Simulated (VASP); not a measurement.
# CdTe: single point with BLYP

Crystal: CdTe.

```xyz
2
Lattice="0.0000 3.2050 3.2050 3.2050 0.0000 3.2050 3.2050 3.2050 0.0000" Properties=species:S:1:pos:R:3 pbc="T T T"
Cd    0.0000    0.0000    0.0000
Te    1.6025    1.6025    1.6025
```

```
Program                : VASP 6.6.1
Task                   : single point
Functional             : BLYP
Potentials or basis    : VASP PAW PBE potentials, release 64 (Cd, Te)
Cutoff                 : 520 eV
k mesh                 : 6 × 6 × 6
Occupations            : gaussian, width 0.05 eV
Spin                   : no spin polarisation
Dipole correction      : no
Further INCAR settings : ALGO = Normal; EDIFF = 1e-06; NBANDS = 16
```

```json
{
 "Pressure": "7.3 GPa",
 "Band gap on the k mesh": "0.82 eV, direct"
}
```

Levels at points of the mesh, in eV from the valence-band top:
```tsv
k point	band 5	band 6	band 7	band 8	band 9	band 10	band 11	band 12	band 13	band 14
(0.00, 0.00, 0.00)	-8.19	-8.19	0.00	0.00	0.00	0.82	4.60	4.60	4.60	7.64
(0.50, 0.00, 0.00)	-8.18	-7.81	-4.60	-0.82	-0.82	1.83	5.22	5.22	7.23	8.86
(0.50, 0.50, 0.00)	-8.16	-7.66	-4.48	-1.96	-1.96	2.63	2.68	9.08	9.26	9.26
```

It took 57 s on 1 thread of Intel Xeon 6975P-C, with other jobs on the host, peak memory 0.21 GiB.

Caveat: the PAW data sets were made with another functional, which shifts forces and pressure a little; spin-orbit coupling is left out, which moves the levels of the heavy elements.
